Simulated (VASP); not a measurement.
Input of a VASP 6.6.1 run:

INCAR

```
SYSTEM = ScIr
ALGO     = Normal         ! electronic algorithm
EDIFF    = 1E-7           ! SCF threshold, eV
EDIFFG   = -0.002         ! ionic threshold
ENCUT    = 560            ! plane-wave cutoff, eV
GGA      = CA             ! functional
GGA_COMPAT= .FALSE.      
IBRION   = 2              ! ionic algorithm
ISIF     = 3              ! what is computed and relaxed
ISMEAR   = -1             ! smearing method
LASPH    = .TRUE.         ! aspherical terms in the spheres
LCHARG   = .FALSE.        ! write CHGCAR
LREAL    = .FALSE.        ! projectors in reciprocal space
LWAVE    = .FALSE.        ! write WAVECAR
NELM     = 120            ! most SCF steps
NELMIN   = 4            
NSW      = 100            ! ionic steps
PREC     = Accurate       ! precision mode
SIGMA    = 0.1            ! smearing width, eV
```

The input KPOINTS:

```
k-points
0
G
  12 12 12
  0 0 0
```

The input POSCAR:

```
ScIr
1.0
    3.2060000000      0.0000000000      0.0000000000
    0.0000000000      3.2060000000      0.0000000000
    0.0000000000      0.0000000000      3.2060000000
Sc Ir
1 1
Direct
    0.5000000000      0.5000000000      0.5000000000
    0.0000000000      0.0000000000      0.0000000000
```

Potentials or basis: VASP PAW LDA potentials, release 64 (Sc_sv, Ir_sv_GW).

The run is started by

```bash
$ cat potpaw_LDA.64/Sc_sv/POTCAR potpaw_LDA.64/Ir_sv_GW/POTCAR > POTCAR
$ mpirun -np 1 vasp_std > vasp.out
```

Problem. What does it give for the relaxed cell?

Solution. a = 3.164 Å, b = 3.164 Å, c = 3.164 Å, α = 90.00°, β = 90.00°, γ = 90.00°.

Problem. Estimate the relaxed volume.

Solution. 15.84 Å³/atom.

Problem. Estimate the space group after relaxing (to 0.1 Å).

Solution. Pm-3m (No. 221).

Problem. Predict the band gap on the k mesh.

Solution. Zero (bands 14 and 15 overlap by 0.60 eV).

The path:
```tsv
step	energy change (eV)	largest force (eV/Å)	pressure (GPa)	volume (Å³)
1	0.0000	0.0000	-7.24	32.95
2	0.0727	0.0000	16.18	29.53
3	-0.0297	0.0000	-0.19	31.71
4	-0.0297	0.0000	0.02	31.68
```

Caveat: spin-orbit coupling is left out, which moves the levels of the heavy elements. Zero-point motion and thermal expansion aren't in these numbers.
